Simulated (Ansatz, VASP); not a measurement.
**One calculation of HfH6, two programs**

```
Hf H
1.0
     3.80095    0.00000    0.00000
     0.00000    3.80095    0.00000
     0.00000    0.00000    3.87545
Hf H
1 6
Direct
  0.00000 0.00000 0.00000
  0.07582 0.72241 0.50000
  0.92418 0.27759 0.50000
  0.27759 0.07582 0.50000
  0.72241 0.92418 0.50000
  0.00000 0.50000 0.50000
  0.50000 0.00000 0.50000
```

Alike in both runs: task single point; functional PBE; k mesh 4 × 4 × 4; occupations gaussian, width 0.1 eV; no spin polarisation.

|  | VASP | Ansatz |
| --- | --- | --- |
| version | VASP 6.6.1 | Ansatz 0.2.0 |
| potentials or method | VASP PAW PBE potentials, release 64 (Hf_pv, H), cutoff 520 eV | scalar-relativistic, plane waves, PAW |
| valence electrons in the cell | 16 | 32 |

```tsv
	VASP	Ansatz	Ansatz less VASP
gap on the k mesh at the Fermi level (eV)	none	none	-
pressure (GPa)	1.2	1.8	+0.57
traceless stress, the component that is largest in VASP (GPa)	-20.81	-20.53	+0.280
rms of the force components (eV/Å)	0.514	0.510	-0.0043
```

Atom by atom the forces differ by 0.007 eV/Å (rms over components). A gap of «none» marks a metal or a gap that the smearing closes. VASP's potentials hold 16 valence electrons a cell and Ansatz's 32, so a difference there can come from the potentials and not from the codes.

The k mesh is coarse, so the values compare programs but aren't converged. Spin-orbit coupling is off throughout.
